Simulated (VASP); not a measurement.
# B (R-3m) in VASP: a series of runs

The runs below take B through single point, relaxation of cell and atoms, with PBE.

Everything below comes from runs of VASP 6.6.1. Logs are shortened: lines on timing, memory, paths and dates and some standing lists are left out, and cuts for length are marked.

## 1. The cell of the first run

The structure is trigonal, space group R-3m (No. 166). The conventional cell has a = 2.852 Å, b = 2.852 Å, c = 12.473 Å, α = 90.00°, β = 90.00°, γ = 120.00°. B (site symmetry 3m) has 5 B at 1.64 to 1.86 Å within 2.2 Å. Within 2.2 Å of B (site symmetry 3m) lie 7 B at 1.64 to 1.86 Å.

## 2. Single point, PBE

File INCAR:

```
ALGO = Normal ; EDIFF = 1E-7
ENCUT = 520 ; GGA = PE
ISIF = 2 ; ISMEAR = 0
LASPH = True ; LCHARG = True
LELF = True ; LREAL = False
LVHAR = True ; LWAVE = False
NBANDS = 14 ; NELM = 100
PREC = Accurate ; SIGMA = 0.1
```

File KPOINTS:

```
k-points
0
Gamma
  18 18 18
```

File POSCAR:

```
B
1.0
    1.4260738996      0.8233441498      4.1576177612
   -1.4260738996      0.8233441498      4.1576177612
    0.0000000000     -1.6466882997      4.1576177612
B
4
Direct
    0.9336553592      0.9336553592      0.9336553592
    0.1981900910      0.1981900910      0.1981900910
    0.8018099090      0.8018099090      0.8018099090
    0.0663446408      0.0663446408      0.0663446408
```

Potentials or basis: VASP PAW PBE potentials, release 64 (B).

Launch:

```bash
cat potpaw_PBE.64/B/POTCAR > POTCAR
mpirun -np 1 vasp_std > vasp.out
```

OUTCAR:

```text
EDIFF = 1E-7
   ENCUT = 520
   GGA = PE
   ISIF = 2
   ISMEAR = 0
   LASPH = True
   LREAL = False
   NELM = 100
   PREC = Accurate

 ion  position               nearest neighbor table
   1  0.934  0.934  0.934-   3 1.64   4 1.66   2 1.86   2 1.86   2 1.86
   2  0.198  0.198  0.198-   4 1.64   3 1.82   3 1.82   3 1.82   1 1.86   1 1.86   1 1.86
   3  0.802  0.802  0.802-   1 1.64   2 1.82   2 1.82   2 1.82   4 1.86   4 1.86   4 1.86
   4  0.066  0.066  0.066-   2 1.64   1 1.66   3 1.86   3 1.86   3 1.86

  LATTYP: Found a trigonal (rhomboedric) cell.
 ALAT       =     4.4718416569
 COS(alpha) =     0.7966045545

  Lattice vectors:

 A1 = (   1.4260738996,   0.8233441498,   4.1576177612)
 A2 = (  -1.4260738996,   0.8233441498,   4.1576177612)
 A3 = (   0.0000000000,  -1.6466882997,   4.1576177612)

Analysis of symmetry for initial positions (statically):
=====================================================================
 Subroutine PRICEL returns:
 Original cell was already a primitive cell.

 Routine SETGRP: Setting up the symmetry group for a
 trigonal (rhombohedral) supercell.

 Subroutine GETGRP returns: Found 12 space group operations
 (whereof 12 operations were pure point group operations)
 out of a pool of 12 trial point group operations.

The static configuration has the point symmetry D_3d.

Analysis of symmetry for dynamics (positions and initial velocities):
=====================================================================
 Subroutine PRICEL returns:
 Original cell was already a primitive cell.

 Routine SETGRP: Setting up the symmetry group for a
 trigonal (rhombohedral) supercell.

 Subroutine GETGRP returns: Found 12 space group operations
 (whereof 12 operations were pure point group operations)
 out of a pool of 12 trial point group operations.

The dynamic configuration has the point symmetry D_3d.

 Subroutine INISYM returns: Found 12 space group operations
 (whereof 12 operations are pure point group operations),
 and found     1 'primitive' translations

----------------------------------------------------------------------------------------

                                     Primitive cell

  volume of cell :      29.2900

  direct lattice vectors                    reciprocal lattice vectors
     1.426073900  0.823344150  4.157617761     0.350612966  0.202426490  0.080174117
    -1.426073900  0.823344150  4.157617761    -0.350612966  0.202426490  0.080174117
     0.000000000 -1.646688300  4.157617761     0.000000000 -0.404852981  0.080174117

  length of vectors
     4.471841657  4.471841657  4.471841657     0.412715187  0.412715187  0.412715186

  position of ions in fractional coordinates (direct lattice)
     0.933655359  0.933655359  0.933655359
     0.198190091  0.198190091  0.198190091
     0.801809909  0.801809909  0.801809909
     0.066344641  0.066344641  0.066344641

  ion indices of the primitive-cell ions
   primitive index   ion index
                 1           1
                 2           2
                 3           3
                 4           4

----------------------------------------------------------------------------------------

 KPOINTS: k-points

Automatic generation of k-mesh.
 Grid dimensions read from file:
 generate k-points for:   18   18   18

 Generating k-lattice:

  Cartesian coordinates                     Fractional coordinates (reciprocal lattice)
     0.019478498  0.011245916  0.004454118     0.055555556  0.000000000  0.000000000
    -0.019478498  0.011245916  0.004454118     0.000000000  0.055555556  0.000000000
     0.000000000 -0.022491832  0.004454118    -0.000000000 -0.000000000  0.055555556

  Length of vectors
     0.022928621  0.022928621  0.022928621

  Shift w.r.t. Gamma in fractional coordinates (k-lattice)
     0.000000000  0.000000000  0.000000000

 Subroutine IBZKPT returns following result:
 ===========================================

 Found    580 irreducible k-points:

 Following reciprocal coordinates:
            Coordinates               Weight
  0.000000  0.000000  0.000000      1.000000
  0.055556  0.000000  0.000000      6.000000
  0.111111  0.000000  0.000000      6.000000
  0.166667  0.000000 -0.000000      6.000000
  0.222222  0.000000  0.000000      6.000000
  0.277778  0.000000  0.000000      6.000000
[... 16 lines left out ...]
 -0.277778  0.055556  0.000000     12.000000
 -0.222222  0.055556  0.000000     12.000000
 [... further k-points ...]
   k-points           NKPTS =    580   k-points in BZ     NKDIM =    580   number of bands    NBANDS=     14
   number of dos      NEDOS =    301   number of ions     NIONS =      4
   total plane-waves  NPLWV =  46656
   dimension x,y,z NGX =    36 NGY =   36 NGZ =   36
   dimension x,y,z NGXF=    72 NGYF=   72 NGZF=   72
   ions per type =               4
   NGX,Y,Z   is equivalent  to a cutoff of  13.38, 13.38, 13.38 a.u.
   NGXF,Y,Z  is equivalent  to a cutoff of  26.77, 26.77, 26.77 a.u.
 SYSTEM =  unknown system
   PREC   = accura    normal or accurate (medium, high low for compatibility)
   ISTART =      0    job   : 0-new  1-cont  2-samecut
   ICHARG =      2    charge: 1-file 2-atom 10-const
   ISPIN  =      1    spin polarized calculation?
   LNONCOLLINEAR =      F non collinear calculations
   LSORBIT =      F    spin-orbit coupling
   LASPH  =      T    aspherical Exc in radial PAW
   ENCUT  =  520.0 eV  38.22 Ry    6.18 a.u.   8.31  8.31  8.31*2*pi/ulx,y,z
   NELM   =    100;   NELMIN=  2; NELMDL= -5     # of ELM steps
   EDIFF  = 0.1E-06   stopping-criterion for ELM
   LREAL  =      F    real-space projection
   EDIFFG = 0.1E-05   stopping-criterion for IOM
   NSW    =      0    number of steps for IOM
   IBRION =     -1    ionic relax: 0-MD 1-quasi-New 2-CG
   NFREE  =      0    steps in history (QN), initial steepest desc. (CG)
   ISIF   =      2    stress and relaxation
   ISYM   =      2    0-nonsym 1-usesym 2-fastsym
   POTIM  = 0.5000    time-step for ionic-motion
   TEBEG  =    0.0;   TEEND  =   0.0 temperature during run
   PSTRESS=    0.0 pullay stress
   NELECT =      12.0000    total number of electrons
   NUPDOWN=      -1.0000    fix difference up-down
   EMIN   =  10.00;   EMAX   =-10.00  energy-range for DOS
   EFERMI =   0.00;   METHOD = LEGACY
   ISMEAR =     0;   SIGMA  =   0.10  broadening in eV -4-tet -1-fermi 0-gaus
   EFERMI_NEDOS =   21; number of points for ismear=-14 and -15
   IALGO  =     38    algorithm
   IMIX   =      4    mixing-type and parameters
     AMIX     =   0.40;   BMIX     =  1.00
     AMIX_MAG =   1.60;   BMIX_MAG =  1.00
  volume/ion in A,a.u.               =       7.32        49.41
  Fermi-wavevector in a.u.,A,eV,Ry     =   1.215893  2.297705 20.114809  1.478397
  Thomas-Fermi vector in A             =   2.351265
   LORBIT       =      0    0 simple, 1 ext, 2 COOP (PROOUT), +10 PAW based schemes
   GGA     = PE    functional components
   LHFCALC =     F    Hartree Fock is set to
   AEXX    =    0.0000 exact exchange contribution
   IVDW    =     0    specifies the selected vdW correction
   LEPSILON=     F    determine dielectric tensor
   LRPA    =     F    only Hartree local field effects (RPA)
 non-spin polarized calculation
 Gauss-broadening in eV      SIGMA  =   0.10
  energy-cutoff  :      520.00
  volume of cell :       29.29
 maximum number of plane-waves:       802
 NGX is ok and might be reduce to    36
   NGX = 17   NGY = 17   NGZ = 17

 number of electron      12.0000000 magnetization

 Free energy of the ion-electron system (eV)
  ---------------------------------------------------
  ext. energy  EPLUGINS =         0.00000000
  ---------------------------------------------------
  free energy    TOTEN  =       -26.11591285 eV

  energy without entropy =      -26.11332900  energy(sigma->0) =      -26.11462092

 E-fermi :   6.0640     XC(G=0): -11.6224

 val. band max:        6.0575467188   @ k =  -0.1111  -0.1667   0.0556
 cond. band min:       6.0664393829   @ k =   0.3889   0.3333   0.1667
 fundamental gap:      0.0088926642
 Fermi energy:         6.0640447646

 k-point     1 :       0.0000    0.0000    0.0000
  band No.  band energies     occupation
      1      -9.9185      2.00000
      2      -2.7683      2.00000
      3      -2.0438      2.00000
      4       5.3160      2.00000
      5       5.3160      2.00000
      6       9.3540      0.00000
      7       9.3540      0.00000
      8      12.2159      0.00000
      9      12.3032      0.00000
     10      12.7234      0.00000
     11      12.7234      0.00000
     12      17.0103      0.00000
     13      17.0103      0.00000
     14      19.3626      0.00000

 k-point     2 :       0.0556    0.0000    0.0000
  band No.  band energies     occupation
      1      -9.8593      2.00000
      2      -2.7766      2.00000
      3      -1.9325      2.00000
      4       4.9432      2.00000
      5       5.1678      2.00000
      6       8.9718      0.00000
      7       9.2843      0.00000
      8      12.3450      0.00000
      9      12.5683      0.00000
     10      12.8857      0.00000
     11      12.9240      0.00000
     12      16.9050      0.00000
     13      17.1349      0.00000
     14      19.2711      0.00000
[... 343 lines left out ...]
      1      -8.1246      2.00000
      2      -2.0651      2.00000
      3      -0.7602      2.00000
      4       0.5674      2.00000
      5       2.8338      2.00000
      6       4.2530      2.00000
      7       7.4259      0.00000
      8      11.4276      0.00000
      9      13.1294      0.00000
     10      14.0577      0.00000
     11      16.7008      0.00000
     12      17.4273      0.00000
     13      18.2550      0.00000
     14      19.1782      0.00000

 k-point    24 :      -0.2222    0.0556    0.0000
  band No.  band energies     occupation
      1      -8.6998      2.00000
      2      -2.1741      2.00000
      3      -0.8080      2.00000
      4       1.1095      2.00000
      5       3.2598      2.00000
      6       5.2785      2.00000
      7       7.8653      0.00000
      8      11.7131      0.00000
      9      14.0680      0.00000
     10      14.7467      0.00000
     11      15.5061      0.00000
     12      16.5518      0.00000
     13      18.0427      0.00000
     14      18.4419      0.00000

 [... further k-points ...]

------------------------ aborting loop because EDIFF is reached ----------------------------------------

  FORCE on cell =-STRESS in cart. coord.  units (eV):
  Direction    XX          YY          ZZ          XY          YZ          ZX
  --------------------------------------------------------------------------------------
  -------------------------------------------------------------------------------------
  Total       -0.0091193     -0.0091193      0.0290604      0.0000000     -0.0000000      0.0000000
  in kB       -0.4988322     -0.4988322      1.5896186      0.0000000     -0.0000000      0.0000000
  external PRESSURE =       0.1973181 kB  Pullay stress =       0.0000000 kB

 VOLUME and BASIS-vectors are now :
 -----------------------------------------------------------------------------
  energy-cutoff  :      520.00
  volume of cell :       29.29
      direct lattice vectors                 reciprocal lattice vectors
     1.426073900  0.823344150  4.157617761     0.350612966  0.202426490  0.080174117
    -1.426073900  0.823344150  4.157617761    -0.350612966  0.202426490  0.080174117
     0.000000000 -1.646688300  4.157617761     0.000000000 -0.404852981  0.080174117

 POSITION                                       TOTAL-FORCE (eV/Angst)
 -----------------------------------------------------------------------------------
      0.00000     -0.00000     11.64535         0.000000     -0.000000      0.018814
      0.00000     -0.00000      2.47200         0.000000     -0.000000      0.012004
      0.00000     -0.00000     10.00086         0.000000      0.000000     -0.012004
      0.00000     -0.00000      0.82751         0.000000      0.000000     -0.018814
 -----------------------------------------------------------------------------------
    total drift:                               -0.000000     -0.000000     -0.000000

  FREE ENERGIE OF THE ION-ELECTRON SYSTEM (eV)
  ---------------------------------------------------
  free  energy   TOTEN  =       -26.1159128452 eV

  energy  without entropy=      -26.1133289951  energy(sigma->0) =      -26.11462092
```

Run time: 7.2 min. Hardware: 1 thread of Intel Xeon Platinum 8259CL at 2.50GHz (Skylake/Cascade Lake), shared host; peak memory 0.32 GiB.

What came out:

```
Free energy            : -26.1159 eV
Pressure               : 0.0 GPa
Largest force          : 0.019 eV/Å
Band gap on the k mesh : zero (bands 6 and 7 overlap by 5.33 eV)
```

Forces on the atoms (eV/Å):
```
B    0.000  0.000  0.019
B    0.000  0.000  0.012
B    0.000  0.000 -0.012
B    0.000  0.000 -0.019
```

(Continued in part 2 of 2.)
